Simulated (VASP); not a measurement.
**Pd: single point with PBE**

The system is Pd.

```
CELL_PARAMETERS angstrom
0.00000 2.61304 2.61304
2.61304 0.00000 2.61304
2.61304 2.61304 0.00000
ATOMIC_POSITIONS crystal
Pd 0.00000 0.00000 0.00000
Pd 0.50000 0.50000 0.50000
```

* Program: VASP 6.6.1
* Task: single point
* Functional: PBE
* Potentials or basis: VASP PAW PBE potentials, release 64 (Pd)
* Cutoff: 520 eV
* k mesh: 12 × 12 × 12
* Occupations: fermi-dirac, width 0.05 eV
* Spin: collinear spin, antiferromagnetic start
* Starting moments: [0.5, -0.5] μB
* Dipole correction: no
* Further INCAR settings: ALGO = Normal; EDIFF = 1e-06; NBANDS = 21

| Item | Value |
| --- | --- |
| Pressure | -0.1 GPa |
| Band gap on the k mesh | zero (filled and empty bands overlap) |
| Net moment | 0.00 μB per cell |
| Valence electrons inside the program's atomic spheres | Pd 9.34 |

Levels at points of the mesh, in eV from the Fermi level:
Spin up:
```
           k point  band 8  band 9  band 10  band 11  band 12  band 13
(0.00, 0.00, 0.00)    0.01    0.01     1.22     1.22    11.09    11.13
(0.50, 0.00, 0.00)   -1.59   -1.59    -1.59     0.63     0.63    13.07
(0.50, 0.50, 0.00)   -1.23    0.15     0.45     1.13     4.82     5.54
```
Spin down:
```
           k point  band 6  band 7  band 8  band 9  band 10  band 11  band 12  band 13  band 14  band 15
(0.00, 0.00, 0.00)   -3.80    0.01    0.01    0.01     1.22     1.22    11.09    11.13    11.13    11.13
(0.50, 0.00, 0.00)   -2.46   -1.59   -1.59   -1.59    -1.59     0.63     0.63    13.07    13.07    13.07
(0.50, 0.50, 0.00)   -1.51   -1.23   -1.23    0.15     0.45     1.13     4.82     5.54     5.54    11.43
```

Run time: 62 s on 1 thread of AMD EPYC 9R45 96-Core Processor (Zen 5), on a shared host, peak memory 0.19 GiB.
